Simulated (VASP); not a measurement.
# SbSe2 (Fd-3m) in VASP: relaxation of cell and atoms with PBE

Aim: the relaxation of cell and atoms of SbSe2 with PBE.

All numbers are computed with VASP 6.6.1; they aren't measurements. Logs are shortened: lines on timing, memory, paths and dates and some standing lists are left out, and cuts for length are marked.

**1. The cell of the first run**

Symmetry: Fd-3m, No. 227, cubic system. The conventional cell has a = 8.279 Å, b = 8.279 Å, c = 8.279 Å, α = 90.00°, β = 90.00°, γ = 90.00°. Within 4.5 Å of Sb (site symmetry -43m) lie 12 Se at 3.43 Å and 4 Sb at 3.58 Å. Within 3.9 Å of Se (site symmetry -3m) lie 6 Se at 2.93 Å and 6 Sb at 3.43 Å.

The cell was built from a structure type or drawn by symmetry, and may not be a known phase.

**2. Relaxation of cell and atoms, PBE**

INCAR reads:

```
PREC = Accurate ; ENCUT = 600
EDIFF = 1E-6 ; ISMEAR = 0
SIGMA = 0.1 ; LREAL = False
LASPH = True ; NELM = 60
ALGO = Normal ; ISIF = 3
LWAVE = False ; LCHARG = False
GGA = PE ; IBRION = 2
NSW = 100 ; EDIFFG = -0.01
```

KPOINTS reads:

```
Automatic mesh
0
Gamma
  8 8 8
```

POSCAR reads:

```
SbSe2
1.0
    0.0000000000      4.1394541900      4.1394541900
    4.1394541900      0.0000000000      4.1394541900
    4.1394541900      4.1394541900      0.0000000000
Sb Se
2 4
Direct
    0.5000000000      0.5000000000      0.5000000000
    0.7500000000      0.7500000000      0.7500000000
    0.1250000000      0.1250000000      0.1250000000
    0.6250000000      0.1250000000      0.1250000000
    0.1250000000      0.1250000000      0.6250000000
    0.1250000000      0.6250000000      0.1250000000
```

Potentials or basis: VASP PAW PBE potentials, release 64 (Sb, Se).

Started as:

```bash
$ cat potpaw_PBE.64/Sb/POTCAR potpaw_PBE.64/Se/POTCAR > POTCAR
$ mpirun -np 1 vasp_std > vasp.out
```

OUTCAR:

```text
PREC = Accurate
   ENCUT = 600
   EDIFF = 1E-6
   ISMEAR = 0
   LREAL = False
   LASPH = True
   NELM = 60
   ISIF = 3
   GGA = PE
   IBRION = 2
   NSW = 100
   EDIFFG = -0.01

 ion  position               nearest neighbor table
   1  0.500  0.500  0.500-   2 3.58   2 3.58   2 3.58   2 3.58
   2  0.750  0.750  0.750-   1 3.58   1 3.58   1 3.58   1 3.58
   3  0.125  0.125  0.125-
   4  0.625  0.125  0.125-
   5  0.125  0.125  0.625-
   6  0.125  0.625  0.125-

  LATTYP: Found a face centered cubic cell.
 ALAT       =     8.2789083800

  Lattice vectors:

 A1 = (   0.0000000000,   4.1394541900,   4.1394541900)
 A2 = (   4.1394541900,   0.0000000000,   4.1394541900)
 A3 = (   4.1394541900,   4.1394541900,   0.0000000000)

Analysis of symmetry for initial positions (statically):
=====================================================================
 Subroutine PRICEL returns:
 Original cell was already a primitive cell.

 Routine SETGRP: Setting up the symmetry group for a
 face centered cubic supercell.

 Subroutine GETGRP returns: Found 48 space group operations
 (whereof 24 operations were pure point group operations)
 out of a pool of 48 trial point group operations.

The static configuration has the point symmetry T_d .
 The point group associated with its full space group is O_h .

Analysis of symmetry for dynamics (positions and initial velocities):
=====================================================================
 Subroutine PRICEL returns:
 Original cell was already a primitive cell.

 Routine SETGRP: Setting up the symmetry group for a
 face centered cubic supercell.

 Subroutine GETGRP returns: Found 48 space group operations
 (whereof 24 operations were pure point group operations)
 out of a pool of 48 trial point group operations.

The dynamic configuration has the point symmetry T_d .
 The point group associated with its full space group is O_h .

 Subroutine INISYM returns: Found 48 space group operations
 (whereof 24 operations are pure point group operations),
 and found     1 'primitive' translations

----------------------------------------------------------------------------------------

                                     Primitive cell

  volume of cell :     141.8598

  direct lattice vectors                    reciprocal lattice vectors
     0.000000000  4.139454190  4.139454190    -0.120788871  0.120788871  0.120788871
     4.139454190  0.000000000  4.139454190     0.120788871 -0.120788871  0.120788871
     4.139454190  4.139454190  0.000000000     0.120788871  0.120788871 -0.120788871

  length of vectors
     5.854072256  5.854072256  5.854072256     0.209212462  0.209212462  0.209212462

  position of ions in fractional coordinates (direct lattice)
     0.500000000  0.500000000  0.500000000
     0.750000000  0.750000000  0.750000000
     0.125000000  0.125000000  0.125000000
     0.625000000  0.125000000  0.125000000
     0.125000000  0.125000000  0.625000000
     0.125000000  0.625000000  0.125000000

  ion indices of the primitive-cell ions
   primitive index   ion index
                 1           1
                 2           2
                 3           3
                 4           4
                 5           5
                 6           6

----------------------------------------------------------------------------------------

 KPOINTS: Automatic mesh

Automatic generation of k-mesh.
 Grid dimensions read from file:
 generate k-points for:    8    8    8

 Generating k-lattice:

  Cartesian coordinates                     Fractional coordinates (reciprocal lattice)
    -0.015098609  0.015098609  0.015098609     0.125000000  0.000000000  0.000000000
     0.015098609 -0.015098609  0.015098609     0.000000000  0.125000000  0.000000000
     0.015098609  0.015098609 -0.015098609     0.000000000  0.000000000  0.125000000

  Length of vectors
     0.026151558  0.026151558  0.026151558

  Shift w.r.t. Gamma in fractional coordinates (k-lattice)
     0.000000000  0.000000000  0.000000000

 Subroutine IBZKPT returns following result:
 ===========================================

 Found     29 irreducible k-points:

 Following reciprocal coordinates:
            Coordinates               Weight
  0.000000  0.000000  0.000000      1.000000
  0.125000  0.000000  0.000000      8.000000
  0.250000  0.000000  0.000000      8.000000
  0.375000  0.000000  0.000000      8.000000
  0.500000  0.000000  0.000000      4.000000
  0.125000  0.125000  0.000000      6.000000
[... 16 lines left out ...]
  0.500000  0.250000  0.125000     48.000000
 -0.375000  0.250000  0.125000     24.000000
 [... further k-points ...]
   k-points           NKPTS =     29   k-points in BZ     NKDIM =     29   number of bands    NBANDS=     21
   number of dos      NEDOS =    301   number of ions     NIONS =      6
   total plane-waves  NPLWV = 110592
   dimension x,y,z NGX =    48 NGY =   48 NGZ =   48
   dimension x,y,z NGXF=    96 NGYF=   96 NGZF=   96
   ions per type =               2   4
   NGX,Y,Z   is equivalent  to a cutoff of  13.63, 13.63, 13.63 a.u.
   NGXF,Y,Z  is equivalent  to a cutoff of  27.26, 27.26, 27.26 a.u.
 SYSTEM =  unknown system
   PREC   = accura    normal or accurate (medium, high low for compatibility)
   ISTART =      0    job   : 0-new  1-cont  2-samecut
   ICHARG =      2    charge: 1-file 2-atom 10-const
   ISPIN  =      1    spin polarized calculation?
   LNONCOLLINEAR =      F non collinear calculations
   LSORBIT =      F    spin-orbit coupling
   LASPH  =      T    aspherical Exc in radial PAW
   ENCUT  =  600.0 eV  44.10 Ry    6.64 a.u.  11.69 11.69 11.69*2*pi/ulx,y,z
   NELM   =     60;   NELMIN=  2; NELMDL= -5     # of ELM steps
   EDIFF  = 0.1E-05   stopping-criterion for ELM
   LREAL  =      F    real-space projection
   EDIFFG = -.1E-01   stopping-criterion for IOM
   NSW    =    100    number of steps for IOM
   IBRION =      2    ionic relax: 0-MD 1-quasi-New 2-CG
   NFREE  =      1    steps in history (QN), initial steepest desc. (CG)
   ISIF   =      3    stress and relaxation
   ISYM   =      2    0-nonsym 1-usesym 2-fastsym
   POTIM  = 0.5000    time-step for ionic-motion
   TEBEG  =    0.0;   TEEND  =   0.0 temperature during run
   PSTRESS=    0.0 pullay stress
   NELECT =      34.0000    total number of electrons
   NUPDOWN=      -1.0000    fix difference up-down
   EMIN   =  10.00;   EMAX   =-10.00  energy-range for DOS
   EFERMI =   0.00;   METHOD = LEGACY
   ISMEAR =     0;   SIGMA  =   0.10  broadening in eV -4-tet -1-fermi 0-gaus
   EFERMI_NEDOS =   21; number of points for ismear=-14 and -15
   IALGO  =     38    algorithm
   IMIX   =      4    mixing-type and parameters
     AMIX     =   0.40;   BMIX     =  1.00
     AMIX_MAG =   1.60;   BMIX_MAG =  1.00
  volume/ion in A,a.u.               =      23.64       159.55
  Fermi-wavevector in a.u.,A,eV,Ry     =   1.016907  1.921676 14.069793  1.034101
  Thomas-Fermi vector in A             =   2.150278
   LORBIT       =      0    0 simple, 1 ext, 2 COOP (PROOUT), +10 PAW based schemes
   GGA     = PE    functional components
   LHFCALC =     F    Hartree Fock is set to
   AEXX    =    0.0000 exact exchange contribution
   IVDW    =     0    specifies the selected vdW correction
   LEPSILON=     F    determine dielectric tensor
   LRPA    =     F    only Hartree local field effects (RPA)
 conjugate gradient relaxation of ions
 non-spin polarized calculation
 Gauss-broadening in eV      SIGMA  =   0.10
  energy-cutoff  :      600.00
  volume of cell :      141.86
 maximum number of plane-waves:      4766
   NGX = 23   NGY = 23   NGZ = 23

--------------------------------------- Ionic step        1  -------------------------------------------

 number of electron      34.0000002 magnetization

 Free energy of the ion-electron system (eV)
  ---------------------------------------------------
  ext. energy  EPLUGINS =         0.00000000
  ---------------------------------------------------
  free energy    TOTEN  =       -18.66574474 eV

  energy without entropy =      -18.64450216  energy(sigma->0) =      -18.65512345

------------------------ aborting loop because EDIFF is reached ----------------------------------------

  FORCE on cell =-STRESS in cart. coord.  units (eV):
  Direction    XX          YY          ZZ          XY          YZ          ZX
  --------------------------------------------------------------------------------------
  -------------------------------------------------------------------------------------
  Total       -1.0340084     -1.0340084     -1.0340084      0.0000000     -0.0000000     -0.0000000
  in kB      -11.6781871    -11.6781871    -11.6781871      0.0000000     -0.0000000     -0.0000000
  external PRESSURE =     -11.6781871 kB  Pullay stress =       0.0000000 kB
[... 65 lines left out ...]
  energy  without entropy=      -18.6551256148  energy(sigma->0) =      -18.66518170

--------------------------------------- Ionic step        3  -------------------------------------------

 number of electron      34.0000002 magnetization

 Free energy of the ion-electron system (eV)
  ---------------------------------------------------
  ext. energy  EPLUGINS =         0.00000000
  ---------------------------------------------------
  free energy    TOTEN  =       -18.67602522 eV

  energy without entropy =      -18.65567393  energy(sigma->0) =      -18.66584957

 E-fermi :   6.5196     XC(G=0): -10.3149

 val. band max:        6.5036360339   @ k =  -0.3750   0.1250   0.0000
 cond. band min:       6.5281619086   @ k =   0.3750   0.3750   0.0000
 fundamental gap:      0.0245258747
 Fermi energy:         6.5196007313

 k-point     1 :       0.0000    0.0000    0.0000
  band No.  band energies     occupation
      1      -9.2289      2.00000
      2      -5.6851      2.00000
      3      -5.6851      2.00000
      4      -5.6851      2.00000
      5      -2.9499      2.00000
      6      -1.6501      2.00000
[... 550 lines left out ...]
      5      -3.0284      2.00000
      6      -2.4107      2.00000
[... 13 lines left out ...]
     20       7.6409      0.00000
     21       8.1134      0.00000

 [... further k-points ...]

------------------------ aborting loop because EDIFF is reached ----------------------------------------

  FORCE on cell =-STRESS in cart. coord.  units (eV):
  Direction    XX          YY          ZZ          XY          YZ          ZX
  --------------------------------------------------------------------------------------
  -------------------------------------------------------------------------------------
  Total        0.0018120      0.0018120      0.0018120     -0.0000000      0.0000000      0.0000000
  in kB        0.0208711      0.0208711      0.0208711     -0.0000000      0.0000000      0.0000000
  external PRESSURE =       0.0208711 kB  Pullay stress =       0.0000000 kB
[... 21 lines left out ...]
  FREE ENERGIE OF THE ION-ELECTRON SYSTEM (eV)
  ---------------------------------------------------
  free  energy   TOTEN  =       -18.6760252152 eV

  energy  without entropy=      -18.6556739332  energy(sigma->0) =      -18.66584957

 reached required accuracy - stopping structural energy minimisation
```

Run time: 2.3 min. Hardware: 1 thread of Intel Xeon 6975P-C (Granite Rapids), shared host; peak memory 0.39 GiB.

Results:

```yaml
Free_energy: -18.6760 eV
Relaxed_volume: 23.18 Å³/atom
Relaxed_cell: a = 5.816 Å, b = 5.816 Å, c = 5.816 Å, α = 60.00°, β = 60.00°, γ = 60.00°
Space_group_after_relaxing_to_0.1_Å: Fd-3m (No. 227)
Energy_gained_by_relaxing: 1.7 meV/atom
Ionic_steps: 3
Pressure_after_relaxing: 0.0 GPa
Band_gap_on_the_k_mesh: zero (bands 17 and 18 overlap by 1.40 eV)
```

Step by step:
```tsv
step	energy change (eV)	largest force (eV/Å)	pressure (GPa)	volume (Å³)
1	0.0000	0.0000	-1.17	141.86
2	-0.0095	0.0000	0.34	138.35
3	-0.0103	0.0000	0.00	139.10
```

Final structure:
```
Sb Se
1.0
     0.00000    4.11239    4.11239
     4.11239    0.00000    4.11239
     4.11239    4.11239    0.00000
Sb Se
2 4
Direct
  0.50000 0.50000 0.50000
  0.75000 0.75000 0.75000
  0.12500 0.12500 0.12500
  0.62500 0.12500 0.12500
  0.12500 0.12500 0.62500
  0.12500 0.62500 0.12500
```

Levels at points of the mesh, in eV from the Fermi level:
| k point | band 15 | band 16 | band 17 | band 18 | band 19 | band 20 |
| --- | --- | --- | --- | --- | --- | --- |
| (0.00, 0.00, 0.00) | -2.41 | 1.01 | 1.01 | 1.01 | 1.22 | 1.22 |
| (0.50, 0.00, 0.00) | -1.92 | -1.11 | 0.26 | 0.26 | 1.08 | 1.40 |
| (0.50, 0.50, 0.00) | -2.11 | -2.11 | 0.16 | 0.16 | 0.60 | 0.60 |

Caveat: spin-orbit coupling is left out, which moves the levels of the heavy elements.
